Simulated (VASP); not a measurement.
# BiTe (Fm-3m) in VASP: further runs

BiTe is run at these levels: PBEsol; tasks: single point, relaxation of cell and atoms.

Program: VASP 6.6.1. These are calculated values, not measurements. Logs are shortened: lines on timing, memory, paths and dates and some standing lists are left out, and cuts for length are marked.

### 1 The cell of the first run

Symmetry: Fm-3m, No. 225, cubic system. Conventional cell: a = 6.401 Å, b = 6.401 Å, c = 6.401 Å, α = 90.00°, β = 90.00°, γ = 90.00°. Within 4.2 Å of Bi (site symmetry m-3m) lie 6 Te at 3.20 Å. Te (site symmetry m-3m) has 6 Bi at 3.20 Å within 4.2 Å.

### 2 Single point, PBEsol

The input, INCAR:

```
ALGO = Normal
EDIFF = 1E-6
ENCUT = 520
GGA = PS
ISIF = 2
ISMEAR = -1
LASPH = T
LCHARG = F
LREAL = F
LWAVE = F
NBANDS = 18
NELM = 100
PREC = Accurate
SIGMA = 0.15
```

The input, KPOINTS:

```
k-points
0
Gamma
  12 12 12
```

The input, POSCAR:

```
BiTe
1.0
    0.0000000000      3.2005777449      3.2005777449
    3.2005777449      0.0000000000      3.2005777449
    3.2005777449      3.2005777449      0.0000000000
Bi Te
1 1
Direct
    0.0000000000      0.0000000000      0.0000000000
    0.5000000000      0.5000000000      0.5000000000
```

Potentials or basis: VASP PAW PBE potentials, release 64 (Bi_d, Te).

Command:

```sh
$ cat potpaw_PBE.64/Bi_d/POTCAR potpaw_PBE.64/Te/POTCAR > POTCAR
$ mpirun -np 1 vasp_std > vasp.out
```

OUTCAR:

```text
EDIFF = 1E-6
   ENCUT = 520
   GGA = PS
   ISIF = 2
   ISMEAR = -1
   LASPH = T
   LREAL = F
   NELM = 100
   PREC = Accurate

 ion  position               nearest neighbor table
   1  0.000  0.000  0.000-   2 3.20   2 3.20   2 3.20   2 3.20   2 3.20   2 3.20
   2  0.500  0.500  0.500-   1 3.20   1 3.20   1 3.20   1 3.20   1 3.20   1 3.20

  LATTYP: Found a face centered cubic cell.
 ALAT       =     6.4011554898

  Lattice vectors:

 A1 = (   0.0000000000,   3.2005777449,   3.2005777449)
 A2 = (   3.2005777449,   0.0000000000,   3.2005777449)
 A3 = (   3.2005777449,   3.2005777449,   0.0000000000)

Analysis of symmetry for initial positions (statically):
=====================================================================
 Subroutine PRICEL returns:
 Original cell was already a primitive cell.

 Routine SETGRP: Setting up the symmetry group for a
 face centered cubic supercell.

 Subroutine GETGRP returns: Found 48 space group operations
 (whereof 48 operations were pure point group operations)
 out of a pool of 48 trial point group operations.

The static configuration has the point symmetry O_h .

Analysis of symmetry for dynamics (positions and initial velocities):
=====================================================================
 Subroutine PRICEL returns:
 Original cell was already a primitive cell.

 Routine SETGRP: Setting up the symmetry group for a
 face centered cubic supercell.

 Subroutine GETGRP returns: Found 48 space group operations
 (whereof 48 operations were pure point group operations)
 out of a pool of 48 trial point group operations.

The dynamic configuration has the point symmetry O_h .

 Subroutine INISYM returns: Found 48 space group operations
 (whereof 48 operations are pure point group operations),
 and found     1 'primitive' translations

----------------------------------------------------------------------------------------

                                     Primitive cell

  volume of cell :      65.5715

  direct lattice vectors                    reciprocal lattice vectors
     0.000000000  3.200577745  3.200577745    -0.156221795  0.156221795  0.156221795
     3.200577745  0.000000000  3.200577745     0.156221795 -0.156221795  0.156221795
     3.200577745  3.200577745  0.000000000     0.156221795  0.156221795 -0.156221795

  length of vectors
     4.526300454  4.526300454  4.526300454     0.270584086  0.270584086  0.270584086

  position of ions in fractional coordinates (direct lattice)
     0.000000000  0.000000000  0.000000000
     0.500000000  0.500000000  0.500000000

  ion indices of the primitive-cell ions
   primitive index   ion index
                 1           1
                 2           2

----------------------------------------------------------------------------------------

 KPOINTS: k-points

Automatic generation of k-mesh.
 Grid dimensions read from file:
 generate k-points for:   12   12   12

 Generating k-lattice:

  Cartesian coordinates                     Fractional coordinates (reciprocal lattice)
    -0.013018483  0.013018483  0.013018483     0.083333333  0.000000000  0.000000000
     0.013018483 -0.013018483  0.013018483     0.000000000  0.083333333  0.000000000
     0.013018483  0.013018483 -0.013018483     0.000000000  0.000000000  0.083333333

  Length of vectors
     0.022548674  0.022548674  0.022548674

  Shift w.r.t. Gamma in fractional coordinates (k-lattice)
     0.000000000  0.000000000  0.000000000

 Subroutine IBZKPT returns following result:
 ===========================================

 Found     72 irreducible k-points:

 Following reciprocal coordinates:
            Coordinates               Weight
  0.000000  0.000000  0.000000      1.000000
  0.083333  0.000000  0.000000      8.000000
  0.166667  0.000000  0.000000      8.000000
  0.250000  0.000000  0.000000      8.000000
  0.333333  0.000000  0.000000      8.000000
  0.416667  0.000000  0.000000      8.000000
[... 16 lines left out ...]
  0.500000  0.166667  0.000000     24.000000
 -0.416667  0.166667  0.000000     24.000000
 [... further k-points ...]
   k-points           NKPTS =     72   k-points in BZ     NKDIM =     72   number of bands    NBANDS=     18
   number of dos      NEDOS =    301   number of ions     NIONS =      2
   total plane-waves  NPLWV =  46656
   dimension x,y,z NGX =    36 NGY =   36 NGZ =   36
   dimension x,y,z NGXF=    72 NGYF=   72 NGZF=   72
   ions per type =               1   1
   NGX,Y,Z   is equivalent  to a cutoff of  13.22, 13.22, 13.22 a.u.
   NGXF,Y,Z  is equivalent  to a cutoff of  26.44, 26.44, 26.44 a.u.
 SYSTEM =  unknown system
   PREC   = accura    normal or accurate (medium, high low for compatibility)
   ISTART =      0    job   : 0-new  1-cont  2-samecut
   ICHARG =      2    charge: 1-file 2-atom 10-const
   ISPIN  =      1    spin polarized calculation?
   LNONCOLLINEAR =      F non collinear calculations
   LSORBIT =      F    spin-orbit coupling
   LASPH  =      T    aspherical Exc in radial PAW
   ENCUT  =  520.0 eV  38.22 Ry    6.18 a.u.   8.42  8.42  8.42*2*pi/ulx,y,z
   NELM   =    100;   NELMIN=  2; NELMDL= -5     # of ELM steps
   EDIFF  = 0.1E-05   stopping-criterion for ELM
   LREAL  =      F    real-space projection
   EDIFFG = 0.1E-04   stopping-criterion for IOM
   NSW    =      0    number of steps for IOM
   IBRION =     -1    ionic relax: 0-MD 1-quasi-New 2-CG
   NFREE  =      0    steps in history (QN), initial steepest desc. (CG)
   ISIF   =      2    stress and relaxation
   ISYM   =      2    0-nonsym 1-usesym 2-fastsym
   POTIM  = 0.5000    time-step for ionic-motion
   TEBEG  =    0.0;   TEEND  =   0.0 temperature during run
   PSTRESS=    0.0 pullay stress
   NELECT =      21.0000    total number of electrons
   NUPDOWN=      -1.0000    fix difference up-down
   EMIN   =  10.00;   EMAX   =-10.00  energy-range for DOS
   EFERMI =   0.00;   METHOD = LEGACY
   ISMEAR =    -1;   SIGMA  =   0.15  broadening in eV -4-tet -1-fermi 0-gaus
   EFERMI_NEDOS =   21; number of points for ismear=-14 and -15
   IALGO  =     38    algorithm
   IMIX   =      4    mixing-type and parameters
     AMIX     =   0.40;   BMIX     =  1.00
     AMIX_MAG =   1.60;   BMIX_MAG =  1.00
  volume/ion in A,a.u.               =      32.79       221.25
  Fermi-wavevector in a.u.,A,eV,Ry     =   1.120064  2.116614 17.069102  1.254544
  Thomas-Fermi vector in A             =   2.256708
   LORBIT       =      0    0 simple, 1 ext, 2 COOP (PROOUT), +10 PAW based schemes
   GGA     = PS    functional components
   LHFCALC =     F    Hartree Fock is set to
   AEXX    =    0.0000 exact exchange contribution
   IVDW    =     0    specifies the selected vdW correction
   LEPSILON=     F    determine dielectric tensor
   LRPA    =     F    only Hartree local field effects (RPA)
 non-spin polarized calculation
  energy-cutoff  :      520.00
  volume of cell :       65.57
 maximum number of plane-waves:      1807
 NGX is ok and might be reduce to    36
   NGX = 17   NGY = 17   NGZ = 17

 number of electron      21.0000004 magnetization

 Free energy of the ion-electron system (eV)
  ---------------------------------------------------
  ext. energy  EPLUGINS =         0.00000000
  ---------------------------------------------------
  free energy    TOTEN  =        -8.03841380 eV

  energy without entropy =       -7.93935719  energy(sigma->0) =       -7.98888549

 E-fermi :   6.8894     XC(G=0):  -9.7357

 val. band max:        6.8391948884   @ k =  -0.4167   0.2500   0.0833
 cond. band min:       6.8919796589   @ k =   0.3333   0.0000   0.0000
 fundamental gap:      0.0527847705
 Fermi energy:         6.8893764555

 k-point     1 :       0.0000    0.0000    0.0000
  band No.  band energies     occupation
      1     -16.1969      2.00000
      2     -16.1969      2.00000
      3     -16.1903      2.00000
      4     -16.1903      2.00000
      5     -16.1903      2.00000
      6      -6.8764      2.00000
[... 10 lines left out ...]
     17      13.0323      0.00000
     18      13.2356      0.00000

 k-point     2 :       0.0833    0.0000    0.0000
  band No.  band energies     occupation
      1     -16.1971      2.00000
      2     -16.1971      2.00000
      3     -16.1902      2.00000
      4     -16.1899      2.00000
      5     -16.1899      2.00000
      6      -6.8115      2.00000
[... 10 lines left out ...]
     17      13.4854      0.00000
     18      13.7693      0.00000

 k-point     3 :       0.1667    0.0000    0.0000
  band No.  band energies     occupation
      1     -16.1980      2.00000
      2     -16.1980      2.00000
      3     -16.1898      2.00000
      4     -16.1886      2.00000
      5     -16.1886      2.00000
      6      -6.6180      2.00000
[... 10 lines left out ...]
     17      14.5416      0.00000
     18      14.9044      0.00000

 k-point     4 :       0.2500    0.0000    0.0000
  band No.  band energies     occupation
      1     -16.1993      2.00000
      2     -16.1993      2.00000
      3     -16.1893      2.00000
      4     -16.1866      2.00000
      5     -16.1866      2.00000
      6      -6.2993      2.00000
[... 375 lines left out ...]
      4     -16.1838      2.00000
      5     -16.1820      2.00000
      6      -5.5213      2.00000
[... 10 lines left out ...]
     17      15.5700      0.00000
     18      16.4297      0.00000

 k-point    23 :       0.5000    0.1667    0.0000
  band No.  band energies     occupation
      1     -16.2048      2.00000
      2     -16.1993      2.00000
      3     -16.1880      2.00000
      4     -16.1834      2.00000
      5     -16.1815      2.00000
      6      -4.9963      2.00000
[... 10 lines left out ...]
     17      15.6839      0.00000
     18      16.5074      0.00000

 k-point    24 :      -0.4167    0.1667    0.0000
  band No.  band energies     occupation
      1     -16.2038      2.00000
      2     -16.2004      2.00000
      3     -16.1871      2.00000
      4     -16.1835      2.00000
      5     -16.1821      2.00000
      6      -4.7896      2.00000
[... 10 lines left out ...]
     17      16.4343      0.00000
     18      17.6676      0.00000

 [... further k-points ...]

------------------------ aborting loop because EDIFF is reached ----------------------------------------

  FORCE on cell =-STRESS in cart. coord.  units (eV):
  Direction    XX          YY          ZZ          XY          YZ          ZX
  --------------------------------------------------------------------------------------
  -------------------------------------------------------------------------------------
  Total       -0.0061365     -0.0061365     -0.0061365      0.0000000      0.0000000      0.0000000
  in kB       -0.1499391     -0.1499391     -0.1499391      0.0000000      0.0000000      0.0000000
  external PRESSURE =      -0.1499391 kB  Pullay stress =       0.0000000 kB

 VOLUME and BASIS-vectors are now :
 -----------------------------------------------------------------------------
  energy-cutoff  :      520.00
  volume of cell :       65.57
      direct lattice vectors                 reciprocal lattice vectors
     0.000000000  3.200577745  3.200577745    -0.156221795  0.156221795  0.156221795
     3.200577745  0.000000000  3.200577745     0.156221795 -0.156221795  0.156221795
     3.200577745  3.200577745  0.000000000     0.156221795  0.156221795 -0.156221795

 POSITION                                       TOTAL-FORCE (eV/Angst)
 -----------------------------------------------------------------------------------
      0.00000      0.00000      0.00000         0.000000      0.000000      0.000000
      3.20058      3.20058      3.20058         0.000000     -0.000000     -0.000000
 -----------------------------------------------------------------------------------
    total drift:                               -0.000000      0.000000      0.000000

  FREE ENERGIE OF THE ION-ELECTRON SYSTEM (eV)
  ---------------------------------------------------
  free  energy   TOTEN  =        -8.0384137957 eV

  energy  without entropy=       -7.9393571943  energy(sigma->0) =       -7.98888549
```

Wall time 60 s (1 thread of Intel Xeon Platinum 8259CL at 2.50GHz (Skylake/Cascade Lake), shared host); peak memory 0.26 GiB.

Results:

```yaml
Free_energy: -8.0384 eV
Pressure: 0.0 GPa
```

Caveat: the PAW data sets were made with another functional, which shifts forces and pressure a little; spin-orbit coupling is left out, which moves the levels of the heavy elements.

### 3 Relaxation of cell and atoms, PBEsol

This run uses another cell than the first one, of 32.68 Å³/atom, 0.997 times its volume.

The input, INCAR:

```
  ALGO = Normal
  EDIFF = 1E-6
  EDIFFG = -0.001
  ENCUT = 600
  GGA = PS
  IBRION = 2
  ISIF = 3
  ISMEAR = -1
  LASPH = T
  LCHARG = F
  LREAL = F
  LWAVE = F
  NELM = 100
  NSW = 80
  PREC = Accurate
  SIGMA = 0.15
```

KPOINTS is that of step 2.

The input, POSCAR:

```
BiTe
1.0
    0.0000000000      3.1971538320      3.1971538320
    3.1971538320      0.0000000000      3.1971538320
    3.1971538320      3.1971538320      0.0000000000
Bi Te
1 1
Direct
    0.0000000000      0.0000000000      0.0000000000
    0.5000000000      0.5000000000      0.5000000000
```

Potentials or basis: VASP PAW PBE potentials, release 64 (Bi_d, Te).

Command:

```sh
$ cat potpaw_PBE.64/Bi_d/POTCAR potpaw_PBE.64/Te/POTCAR > POTCAR
$ mpirun -np 1 vasp_std > vasp.out
```

Wall time 1.8 min (1 thread of Intel Xeon Platinum 8259CL at 2.50GHz (Skylake/Cascade Lake), shared host); peak memory 0.28 GiB.

It converged, with:

- Free energy: -8.0387 eV
- Relaxed volume: 32.79 Å³/atom
- Relaxed cell: a = 4.526 Å, b = 4.526 Å, c = 4.526 Å, α = 60.00°, β = 60.00°, γ = 60.00°
- Space group after relaxing (to 0.05 Å): Fm-3m (No. 225)
- Energy gained by relaxing: 0.1 meV/atom
- Ionic steps: 3
- Pressure after relaxing: 0.0 GPa

The path:
```
step  energy change (eV)  largest force (eV/Å)  pressure (GPa)  volume (Å³)
   1              0.0000                0.0000            0.19        65.36
   2             -0.0001                0.0000           -0.12        65.73
   3             -0.0001                0.0000            0.00        65.58
```

Final structure:
```
CELL_PARAMETERS angstrom
0.00000 3.20070 3.20070
3.20070 0.00000 3.20070
3.20070 3.20070 0.00000
ATOMIC_POSITIONS crystal
Bi 0.00000 0.00000 0.00000
Te 0.50000 0.50000 0.50000
```

Levels at points of the mesh, in eV from the Fermi level:
```csv
k point,band 6,band 7,band 8,band 9,band 10,band 11,band 12,band 13,band 14
"(0.00, 0.00, 0.00)",-13.76,-8.03,-2.62,-2.62,-2.62,2.21,2.21,2.21,4.58
"(0.50, 0.00, 0.00)",-11.71,-11.38,-1.97,-1.97,-1.60,-0.88,-0.69,-0.69,7.31
"(0.50, 0.50, 0.00)",-11.90,-9.97,-5.90,-4.17,-4.17,2.05,3.74,3.74,5.19
```

Caveat: the PAW data sets were made with another functional, which shifts forces and pressure a little; spin-orbit coupling is left out, which moves the levels of the heavy elements.

### 4 Single point, PBEsol (equal strain along all axes, cell held: -4.5 %)

The input, INCAR:

```
PREC = Accurate
ENCUT = 520
EDIFF = 1E-7
ISMEAR = 0
SIGMA = 0.1
LREAL = False
LASPH = True
NELM = 100
ALGO = Normal
ISIF = 2
LWAVE = False
LCHARG = True
GGA = PS
LELF = True
LVHAR = True
NBANDS = 29
```

The input, KPOINTS:

```
regular mesh
0
Gamma
  12 12 8
```

The input, POSCAR:

```
BiTe
1.0
    3.0532819072      3.0532819072      0.0000000000
   -3.0532819072      3.0532819072      0.0000000000
    0.0000000000      0.0000000000      6.1065638143
Bi Te
2 2
Direct
    0.0000000000      0.0000000000      0.0000000000
    0.5000000000      0.5000000000      0.5000000000
    0.5000000000      0.5000000000      0.0000000000
    0.0000000000      0.0000000000      0.5000000000
```

Command:

```sh
$ cat potpaw_PBE.64/Bi_d/POTCAR potpaw_PBE.64/Te/POTCAR > POTCAR
$ mpirun -np 1 vasp_std > vasp.out
```

Run time: 3.1 min. Hardware: 1 thread of AMD EPYC 9R45 (Zen 5), shared host; peak memory 0.47 GiB.

Results (log left out):

```yaml
Free_energy: -15.5117 eV
Pressure: 10.3 GPa
Band_gap_on_the_k_mesh: zero (band 21 reaches 11.09 eV, above the bottom of band 22 at 7.84 eV)
```

Levels at points of the mesh, in eV from the Fermi level:
| k point | band 19 | band 20 | band 21 | band 22 | band 23 | band 24 |
| --- | --- | --- | --- | --- | --- | --- |
| (0.00, 0.00, 0.00) | -3.02 | -3.02 | 1.51 | 2.51 | 2.51 | 2.52 |
| (0.50, 0.00, 0.00) | -2.32 | -2.32 | -0.15 | -0.15 | 0.24 | 0.24 |
| (0.50, 0.50, 0.00) | -4.89 | -4.89 | 1.51 | 1.51 | 4.47 | 4.47 |
| (0.00, 0.00, 0.50) | -3.28 | -3.28 | 1.30 | 1.30 | 2.36 | 2.36 |
| (0.50, 0.00, 0.50) | -1.49 | -1.49 | -0.93 | -0.93 | -0.93 | -0.93 |
| (0.50, 0.50, 0.50) | -1.66 | -1.66 | -0.28 | -0.28 | 4.18 | 4.18 |

Caveat: the cell differs from its parent crystal (equal strain along all axes, cell held: -4.5 %); the PAW data sets were made with another functional, which shifts forces and pressure a little; spin-orbit coupling is left out, which moves the levels of the heavy elements.

(Continued in part 2 of 2.)
